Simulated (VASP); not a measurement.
# CoO in VASP: a series of runs

CoO is run at these levels: PBE; tasks: single point.

Everything below comes from runs of VASP 6.6.1. Logs are shortened: lines on timing, memory, paths and dates and some standing lists are left out, and cuts for length are marked.

## (1) The cell of the first run

The structure is cubic, space group F-43m (No. 216). Conventional cell: a = 4.544 Å, b = 4.544 Å, c = 4.544 Å, α = 90.00°, β = 90.00°, γ = 90.00°. Co (site symmetry -43m) has 4 O at 1.97 Å within 2.6 Å. Within 2.6 Å of O (site symmetry -43m) lie 4 Co at 1.97 Å.

## (2) Single point, PBE, collinear spin, ferromagnetic start (11.73 Å³/atom)

INCAR reads:

```
PREC     = Accurate       # precision mode
ENCUT    = 520            # plane-wave cutoff, eV
EDIFF    = 1E-7           # SCF threshold, eV
ISMEAR   = 0              # smearing method
SIGMA    = 0.05           # smearing width, eV
LREAL    = False          # projectors in reciprocal space
LASPH    = True           # aspherical terms in the spheres
NELM     = 150            # most SCF steps
ALGO     = Normal         # electronic algorithm
ISIF     = 2              # what is computed and relaxed
LWAVE    = False          # write WAVECAR
LCHARG   = False          # write CHGCAR
ISPIN    = 2              # spin polarisation
MAGMOM   = 2.64 0         # initial moments
LORBIT   = 11             # projections on sites
LMAXMIX  = 4              # l up to which the mixer works
GGA      = PE             # functional
NBANDS   = 18             # bands
```

KPOINTS reads:

```
Automatic mesh
0
Gamma
  12 12 12
```

POSCAR reads:

```
CoO
1.0
    0.0000000000      2.2719883664      2.2719883664
    2.2719883664      0.0000000000      2.2719883664
    2.2719883664      2.2719883664      0.0000000000
Co O
1 1
Direct
    0.0000000000      0.0000000000      0.0000000000
    0.2500000000      0.2500000000      0.2500000000
```

Potentials or basis: VASP PAW PBE potentials, release 64 (Co, O).

The run is started by

```sh
$ cat potpaw_PBE.64/Co/POTCAR potpaw_PBE.64/O/POTCAR > POTCAR
$ mpirun -np 1 vasp_std > vasp.out
```

OUTCAR:

```text
PREC = Accurate
   ENCUT = 520
   EDIFF = 1E-7
   ISMEAR = 0
   LREAL = False
   LASPH = True
   NELM = 150
   ISIF = 2
   ISPIN = 2
   LORBIT = 11
   GGA = PE

 ion  position               nearest neighbor table
   1  0.000  0.000  0.000-   2 1.97   2 1.97   2 1.97   2 1.97
   2  0.250  0.250  0.250-   1 1.97   1 1.97   1 1.97   1 1.97

  LATTYP: Found a face centered cubic cell.
 ALAT       =     4.5439767328

  Lattice vectors:

 A1 = (   0.0000000000,   2.2719883664,   2.2719883664)
 A2 = (   2.2719883664,   0.0000000000,   2.2719883664)
 A3 = (   2.2719883664,   2.2719883664,   0.0000000000)

Analysis of symmetry for initial positions (statically):
=====================================================================
 Subroutine PRICEL returns:
 Original cell was already a primitive cell.

 Routine SETGRP: Setting up the symmetry group for a
 face centered cubic supercell.

 Subroutine GETGRP returns: Found 24 space group operations
 (whereof 24 operations were pure point group operations)
 out of a pool of 48 trial point group operations.

The static configuration has the point symmetry T_d .

Analysis of symmetry for dynamics (positions and initial velocities):
=====================================================================
 Subroutine PRICEL returns:
 Original cell was already a primitive cell.

 Routine SETGRP: Setting up the symmetry group for a
 face centered cubic supercell.

 Subroutine GETGRP returns: Found 24 space group operations
 (whereof 24 operations were pure point group operations)
 out of a pool of 48 trial point group operations.

The dynamic configuration has the point symmetry T_d .

Analysis of structural, dynamic, and magnetic symmetry:
=====================================================================
 Subroutine PRICEL returns:
 Original cell was already a primitive cell.

 Routine SETGRP: Setting up the symmetry group for a
 face centered cubic supercell.

 Subroutine GETGRP returns: Found 24 space group operations
 (whereof 24 operations were pure point group operations)
 out of a pool of 48 trial point group operations.

The overall configuration has the point symmetry T_d .

 Subroutine INISYM returns: Found 24 space group operations
 (whereof 24 operations are pure point group operations),
 and found     1 'primitive' translations

----------------------------------------------------------------------------------------

                                     Primitive cell

  volume of cell :      23.4557

  direct lattice vectors                    reciprocal lattice vectors
     0.000000000  2.271988366  2.271988366    -0.220071549  0.220071549  0.220071549
     2.271988366  0.000000000  2.271988366     0.220071549 -0.220071549  0.220071549
     2.271988366  2.271988366  0.000000000     0.220071549  0.220071549 -0.220071549

  length of vectors
     3.213076761  3.213076761  3.213076761     0.381175105  0.381175105  0.381175105

  position of ions in fractional coordinates (direct lattice)
     0.000000000  0.000000000  0.000000000
     0.250000000  0.250000000  0.250000000

  ion indices of the primitive-cell ions
   primitive index   ion index
                 1           1
                 2           2

----------------------------------------------------------------------------------------

 KPOINTS: Automatic mesh

Automatic generation of k-mesh.
 Grid dimensions read from file:
 generate k-points for:   12   12   12

 Generating k-lattice:

  Cartesian coordinates                     Fractional coordinates (reciprocal lattice)
    -0.018339296  0.018339296  0.018339296     0.083333333  0.000000000  0.000000000
     0.018339296 -0.018339296  0.018339296     0.000000000  0.083333333  0.000000000
     0.018339296  0.018339296 -0.018339296     0.000000000  0.000000000  0.083333333

  Length of vectors
     0.031764592  0.031764592  0.031764592

  Shift w.r.t. Gamma in fractional coordinates (k-lattice)
     0.000000000  0.000000000  0.000000000

 Subroutine IBZKPT returns following result:
 ===========================================

 Found     72 irreducible k-points:

 Following reciprocal coordinates:
            Coordinates               Weight
  0.000000  0.000000  0.000000      1.000000
  0.083333  0.000000  0.000000      8.000000
  0.166667  0.000000  0.000000      8.000000
  0.250000  0.000000  0.000000      8.000000
  0.333333  0.000000  0.000000      8.000000
  0.416667  0.000000  0.000000      8.000000
[... 16 lines left out ...]
  0.500000  0.166667  0.000000     24.000000
 -0.416667  0.166667  0.000000     24.000000
 [... further k-points ...]
   k-points           NKPTS =     72   k-points in BZ     NKDIM =     72   number of bands    NBANDS=     18
   number of dos      NEDOS =    301   number of ions     NIONS =      2
   total plane-waves  NPLWV =  13824
   dimension x,y,z NGX =    24 NGY =   24 NGZ =   24
   dimension x,y,z NGXF=    48 NGYF=   48 NGZF=   48
[... 27 lines left out ...]
   EFERMI =   0.00;   METHOD = LEGACY
   ISMEAR =     0;   SIGMA  =   0.05  broadening in eV -4-tet -1-fermi 0-gaus
   EFERMI_NEDOS =   21; number of points for ismear=-14 and -15
   IALGO  =     38    algorithm
   IMIX   =      4    mixing-type and parameters
     AMIX     =   0.40;   BMIX     =  1.00
     AMIX_MAG =   1.60;   BMIX_MAG =  1.00
  volume/ion in A,a.u.               =      11.73        79.14
  Fermi-wavevector in a.u.,A,eV,Ry     =   1.410444  2.665352 27.066777  1.989352
  Thomas-Fermi vector in A             =   2.532397
   LORBIT       =     11    0 simple, 1 ext, 2 COOP (PROOUT), +10 PAW based schemes
   GGA     = PE    functional components
   LHFCALC =     F    Hartree Fock is set to
   AEXX    =    0.0000 exact exchange contribution
   IVDW    =     0    specifies the selected vdW correction
   LEPSILON=     F    determine dielectric tensor
   LRPA    =     F    only Hartree local field effects (RPA)
 spin polarized calculation
 Gauss-broadening in eV      SIGMA  =   0.05
  energy-cutoff  :      520.00
  volume of cell :       23.46
 maximum number of plane-waves:       648
   NGX = 11   NGY = 11   NGZ = 11

 number of electron      15.0000014 magnetization       2.8449931

 Free energy of the ion-electron system (eV)
  ---------------------------------------------------
  ext. energy  EPLUGINS =         0.00000000
  ---------------------------------------------------
  free energy    TOTEN  =       -13.36311796 eV

  energy without entropy =      -13.36099582  energy(sigma->0) =      -13.36205689

 E-fermi :   5.6960     XC(G=0): -11.0685

 val. band max:        5.6954287065   @ k =   0.2500   0.1667   0.0833
 cond. band min:       5.6980101144   @ k =  -0.1667   0.1667   0.0000
 fundamental gap:      0.0025814079
 Fermi energy:         5.6959577318

 spin component 1

 k-point     1 :       0.0000    0.0000    0.0000
  band No.  band energies     occupation
      1     -14.0952      1.00000
      2      -0.2826      1.00000
      3      -0.2826      1.00000
      4      -0.2826      1.00000
      5       3.4977      1.00000
      6       3.4977      1.00000
[... 10 lines left out ...]
     17      25.8703      0.00000
     18      28.1988      0.00000
[... 463 lines left out ...]
 k-point    24 :      -0.4167    0.1667    0.0000
  band No.  band energies     occupation
      1     -13.4498      1.00000
      2      -0.7978      1.00000
      3      -0.0604      1.00000
      4       0.1939      1.00000
      5       3.0189      1.00000
      6       3.4236      1.00000
[... 10 lines left out ...]
     17      31.0903      0.00000
     18      31.8049      0.00000

 [... further k-points ...]

 spin component 2

 k-point     1 :       0.0000    0.0000    0.0000
  band No.  band energies     occupation
      1     -13.5520      1.00000
      2       0.9703      1.00000
      3       0.9704      1.00000
      4       0.9704      1.00000
      5       5.2106      1.00000
      6       5.2108      1.00000
[... 10 lines left out ...]
     17      26.3093      0.00000
     18      28.6068      0.00000
[... 463 lines left out ...]
 k-point    24 :      -0.4167    0.1667    0.0000
  band No.  band energies     occupation
      1     -12.8694      1.00000
      2      -0.2798      1.00000
      3       0.8694      1.00000
      4       1.2315      1.00000
      5       5.3830      1.00000
      6       5.3878      1.00000
[... 10 lines left out ...]
     17      31.4807      0.00000
     18      32.1973      0.00000

 [... further k-points ...]

------------------------ aborting loop because EDIFF is reached ----------------------------------------

  FORCE on cell =-STRESS in cart. coord.  units (eV):
  Direction    XX          YY          ZZ          XY          YZ          ZX
  --------------------------------------------------------------------------------------
  -------------------------------------------------------------------------------------
  Total       -0.4899742     -0.4899742     -0.4899742      0.0000000      0.0000000      0.0000000
  in kB      -33.4684439    -33.4684439    -33.4684439      0.0000000      0.0000000      0.0000000
  external PRESSURE =     -33.4684439 kB  Pullay stress =       0.0000000 kB

 VOLUME and BASIS-vectors are now :
 -----------------------------------------------------------------------------
  energy-cutoff  :      520.00
  volume of cell :       23.46
      direct lattice vectors                 reciprocal lattice vectors
     0.000000000  2.271988366  2.271988366    -0.220071549  0.220071549  0.220071549
     2.271988366  0.000000000  2.271988366     0.220071549 -0.220071549  0.220071549
     2.271988366  2.271988366  0.000000000     0.220071549  0.220071549 -0.220071549

 POSITION                                       TOTAL-FORCE (eV/Angst)
 -----------------------------------------------------------------------------------
      0.00000      0.00000      0.00000        -0.000000      0.000000      0.000000
      1.13599      1.13599      1.13599         0.000000     -0.000000     -0.000000
 -----------------------------------------------------------------------------------
    total drift:                                0.000001      0.000001      0.000000

  FREE ENERGIE OF THE ION-ELECTRON SYSTEM (eV)
  ---------------------------------------------------
  free  energy   TOTEN  =       -13.3631179564 eV

  energy  without entropy=      -13.3609958168  energy(sigma->0) =      -13.36205689

 total charge

# of ion       s       p       d       tot
------------------------------------------
    1        0.337   0.427   7.185   7.949
    2        1.552   3.429   0.000   4.981
--------------------------------------------------
tot          1.889   3.856   7.185  12.929

 magnetization (x)

# of ion       s       p       d       tot
------------------------------------------
    1        0.019   0.049   2.374   2.442
    2        0.021   0.288   0.000   0.309
--------------------------------------------------
tot          0.040   0.337   2.374   2.751
```

It took 33 s on 1 thread of Intel Xeon Platinum 8488C (Sapphire Rapids), shared host; peak memory 0.18 GiB.

Results:

* Free energy: -13.3631 eV
* Pressure: -3.3 GPa
* Net moment: 2.84 μB per cell
* Site moments: Co +2.44; O +0.31 μB
* Valence electrons inside the program's atomic spheres: Co 7.95; O 4.98

Levels at points of the mesh, in eV from the Fermi level:
Spin up:
```
           k point  band 6  band 7  band 8  band 9  band 10  band 11  band 12  band 13
(0.00, 0.00, 0.00)   -2.20    0.15    0.23    0.23     0.23    14.03    14.03    14.03
(0.50, 0.00, 0.00)   -2.16   -2.16   -0.57   -0.57     5.63     6.92    13.48    13.48
(0.50, 0.50, 0.00)   -1.90   -1.79   -1.79   -1.53     5.14     9.73    11.02    14.07
```
Spin down:
```
           k point  band 4  band 5  band 6  band 7  band 8  band 9
(0.00, 0.00, 0.00)   -4.73   -0.49   -0.49    0.68    2.62    2.62
(0.50, 0.00, 0.00)   -4.52   -0.26   -0.26    0.32    1.76    1.76
(0.50, 0.50, 0.00)   -4.27   -0.65   -0.13    0.03    1.01    1.01
```

Caveat: the cell stands under tension; a cell with one magnetic atom can't hold antiferromagnetic order, which such compounds often take; semilocal functionals often make such compounds metallic where correlation or magnetic order opens a gap, which also shifts bond lengths. With open d or f shells a metallic result of PBE can be an artefact of self-interaction; +U or a hybrid may open a gap.

## (3) Single point, PBE, collinear spin, antiferromagnetic start (10.88 Å³/atom)

INCAR reads:

```
PREC = Accurate ; ENCUT = 520
EDIFF = 1E-6 ; ISMEAR = 0
SIGMA = 0.05 ; LREAL = False
LASPH = True ; NELM = 150
ALGO = Normal ; ISIF = 2
LWAVE = False ; LCHARG = True
ISPIN = 2 ; MAGMOM = 2.2 -2.2 0 0
LORBIT = 11 ; LMAXMIX = 4
GGA = PE ; LELF = True
LVHAR = True ; NBANDS = 27
```

KPOINTS reads:

```
Automatic mesh
0
Gamma
  12 12 6
```

POSCAR reads:

```
CoO
1.0
    0.0000000000      2.2450786532      2.2450786532
    4.3177899371      2.2450786532      2.2450786532
    4.3177899371      4.4901573063      0.0000000000
Co O
2 2
Direct
    0.0000000000      0.0000000000      0.0000000000
    0.0000000000      0.0000000000      0.5000000000
    0.2499966329      0.2500033671      0.0000000000
    0.2500033671      0.2499966329      0.5000000000
```

Potentials or basis: VASP PAW PBE potentials, release 64 (Co, O).

The run is started by

```sh
$ cat potpaw_PBE.64/Co/POTCAR potpaw_PBE.64/O/POTCAR > POTCAR
$ mpirun -np 1 vasp_std > vasp.out
```

Wall time 6.2 min (1 thread of Intel Xeon Platinum 8488C (Sapphire Rapids), shared host); peak memory 0.35 GiB.

Results (log left out):

* Free energy: -26.8891 eV
* Pressure: 5.4 GPa
* Band gap on the k mesh: zero (filled and empty bands overlap)
* Net moment: 0.00 μB per cell
* Site moments: Co +2.11, -2.11; O +0.00 μB
* Valence electrons inside the program's atomic spheres: Co 8.11; O 5.01

Levels at points of the mesh, in eV from the Fermi level:
Spin up:
| k point | band 13 | band 14 | band 15 | band 16 | band 17 | band 18 |
| --- | --- | --- | --- | --- | --- | --- |
| (0.00, 0.00, 0.00) | -1.12 | -0.85 | -0.55 | 0.21 | 1.55 | 1.81 |
| (0.50, 0.00, 0.00) | -1.26 | -0.74 | -0.25 | 0.61 | 1.17 | 1.40 |
| (0.50, 0.50, 0.00) | -1.58 | -0.62 | -0.51 | -0.11 | -0.11 | 0.67 |
| (0.00, 0.00, 0.50) | -1.36 | -0.67 | 0.17 | 0.49 | 0.54 | 1.49 |
| (0.50, 0.00, 0.50) | -1.71 | -0.60 | -0.12 | -0.12 | 0.11 | 0.77 |
| (0.00, 0.50, 0.50) | -0.68 | -0.68 | 0.05 | 1.37 | 1.57 | 1.57 |
Spin down:
| k point | band 13 | band 14 | band 15 | band 16 | band 17 | band 18 |
| --- | --- | --- | --- | --- | --- | --- |
| (0.00, 0.00, 0.00) | -1.12 | -0.85 | -0.55 | 0.21 | 1.55 | 1.82 |
| (0.50, 0.00, 0.00) | -1.26 | -0.74 | -0.25 | 0.61 | 1.17 | 1.40 |
| (0.50, 0.50, 0.00) | -1.58 | -0.62 | -0.51 | -0.11 | -0.11 | 0.67 |
| (0.00, 0.00, 0.50) | -1.36 | -0.67 | 0.17 | 0.49 | 0.54 | 1.49 |
| (0.50, 0.00, 0.50) | -1.71 | -0.60 | -0.12 | -0.12 | 0.11 | 0.77 |
| (0.00, 0.50, 0.50) | -0.68 | -0.68 | 0.05 | 1.37 | 1.57 | 1.57 |

Caveat: the cell stands under pressure; semilocal functionals often make such compounds metallic where correlation or magnetic order opens a gap, which also shifts bond lengths. With open d or f shells a metallic result of PBE can be an artefact of self-interaction; +U or a hybrid may open a gap.

## (4) Single point, PBE, collinear spin, antiferromagnetic start

This run uses another cell than the first one: it holds 4 atoms, not 2.

INCAR reads:

```
SYSTEM = CoO
PREC = Accurate
ENCUT = 520
EDIFF = 1E-6
ISMEAR = 0
SIGMA = 0.05
LREAL = .FALSE.
LASPH = .TRUE.
NELM = 150
ALGO = Normal
ISIF = 2
LWAVE = .FALSE.
LCHARG = .TRUE.
ISPIN = 2
MAGMOM = 2.24 -2.24 0 0
LORBIT = 11
LMAXMIX = 4
GGA = PE
LELF = .TRUE.
LVHAR = .TRUE.
NBANDS = 27
```

KPOINTS reads:

```
regular mesh
0
G
  12 12 6
  0 0 0
```

POSCAR reads:

```
CoO
1.0
    0.0000000000      2.2656800383      2.2656800383
    4.4604391076      2.2656800383      2.2656800383
    4.4604391076      4.5313600767     -0.0000000001
Co O
2 2
Direct
    0.0000000000      0.0000000000      0.0000000000
    0.0000000000      0.0000000000      0.5000000000
    0.2500006561      0.2499993439      0.0000000000
    0.2499993439      0.2500006561      0.5000000000
```

The run is started by

```sh
$ cat potpaw_PBE.64/Co/POTCAR potpaw_PBE.64/O/POTCAR > POTCAR
$ mpirun -np 1 vasp_std > vasp.out
```

Wall time 3.1 min (1 thread of Intel Xeon 6975P-C (Granite Rapids), shared host); peak memory 0.36 GiB.

It converged, with:

- Free energy: -26.9171 eV
- Pressure: -1.4 GPa
- Band gap on the k mesh: zero (filled and empty bands overlap)
- Net moment: 0.00 μB per cell
- Site moments: Co +2.20, -2.20; O +0.00 μB
- Valence electrons inside the program's atomic spheres: Co 8.01; O 4.99

Stress tensor (GPa, compression positive):
```
-1.59  0.00  0.00
 0.00 -1.24  0.00
 0.00  0.00 -1.24
```

Levels at points of the mesh, in eV from the Fermi level:
Spin up:
```tsv
k point	band 12	band 13	band 14	band 15	band 16	band 17	band 18	band 19
(0.00, 0.00, 0.00)	-1.19	-1.19	-0.80	-0.60	0.11	1.44	1.77	1.77
(0.50, 0.00, 0.00)	-1.47	-1.35	-0.69	-0.28	0.66	1.13	1.39	5.46
(0.50, 0.50, 0.00)	-1.90	-1.61	-0.56	-0.53	-0.01	-0.01	0.71	5.44
(0.00, 0.00, 0.50)	-1.91	-1.45	-0.64	0.08	0.52	0.53	1.47	5.22
(0.50, 0.00, 0.50)	-1.88	-1.66	-0.55	-0.06	-0.06	0.02	0.78	7.13
(0.00, 0.50, 0.50)	-0.83	-0.81	-0.81	-0.08	1.25	1.54	1.54	2.93
```
Spin down:
| k point | band 13 | band 14 | band 15 | band 16 | band 17 | band 18 |
| --- | --- | --- | --- | --- | --- | --- |
| (0.00, 0.00, 0.00) | -1.19 | -0.80 | -0.60 | 0.11 | 1.44 | 1.77 |
| (0.50, 0.00, 0.00) | -1.35 | -0.69 | -0.28 | 0.66 | 1.13 | 1.39 |
| (0.50, 0.50, 0.00) | -1.61 | -0.56 | -0.53 | -0.01 | -0.01 | 0.71 |
| (0.00, 0.00, 0.50) | -1.45 | -0.64 | 0.08 | 0.52 | 0.53 | 1.47 |
| (0.50, 0.00, 0.50) | -1.66 | -0.55 | -0.06 | -0.06 | 0.02 | 0.78 |
| (0.00, 0.50, 0.50) | -0.81 | -0.81 | -0.08 | 1.25 | 1.54 | 1.54 |

Caveat: semilocal functionals often make such compounds metallic where correlation or magnetic order opens a gap, which also shifts bond lengths. With open d or f shells a metallic result of PBE can be an artefact of self-interaction; +U or a hybrid may open a gap.

## (5) Summary

| spin | cell | k mesh | gap on the mesh (eV) | pressure (GPa) | moment (μB) |
| --- | --- | --- | --- | --- | --- |
| collinear, ferromagnetic start | a = 3.213 Å, angles 60.0°, 2 atoms, atomic positions A | 12 × 12 × 12 | none | -3.3 | 2.84 |
| collinear, antiferromagnetic start | a = 3.175, b = 5.359, c = 6.229 Å, angles 30.6, 59.4, 53.7°, 4 atoms, atomic positions B | 12 × 12 × 6 | none | 5.4 | 0.00 |
| collinear, antiferromagnetic start | a = 3.204, b = 5.492, c = 6.358 Å, angles 30.3, 59.7, 54.3°, 4 atoms, atomic positions B | 12 × 12 × 6 | none | -1.4 | 0.00 |

Alike in all rows: task single point; level PBE; potentials or basis VASP PAW PBE potentials, release 64 (Co, O); cutoff (eV) 520; smearing gaussian 0.05 eV.

Caveats: semilocal functionals often make such compounds metallic where correlation or magnetic order opens a gap, which also shifts bond lengths; the cell stands under tension (at least some runs); a cell with one magnetic atom can't hold antiferromagnetic order, which such compounds often take (at least some runs); the cell stands under pressure (at least some runs).

Absolute energies hang on the potentials; compare differences alone.
